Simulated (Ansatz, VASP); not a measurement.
**SiO2 in VASP and in Ansatz**

```
Si O
1.0
     0.01698    2.26417    2.26417
     2.26417    0.01698    2.26417
     2.28115    2.28115    0.00000
Si O
1 2
Direct
  0.00000 0.00000 0.00000
  0.25055 0.25055 0.24945
  0.74945 0.74945 0.75055
```

Change from the starting cell: shear_xy strain +1.5%.

Alike in both runs: task single point; functional r2SCAN; k mesh 10 × 10 × 10; no spin polarisation.

```csv
,VASP,Ansatz
version,VASP 6.6.1,Ansatz 0.2.0
potentials or method,"VASP PAW PBE potentials, release 64 (Si, O)","plane waves, PAW"
plane-wave cutoff (eV),520,500
occupations,"gaussian, width 0.01 eV",fixed
valence electrons in the cell,16,16
```

VASP gave:

| Quantity | Value |
| --- | --- |
| gap on the k mesh at the Fermi level (eV) | 2.68 |
| pressure (GPa) | 0.6 |
| traceless stress, the component that is largest in VASP (GPa) | 1.82 |

Q: Estimate Ansatz's values.

A: gap on the k mesh at the Fermi level (eV): 2.72; pressure (GPa): 0.1; traceless stress, the component that is largest in VASP (GPa): 1.87.

VASP's potentials were made for PBE, not for r2SCAN.
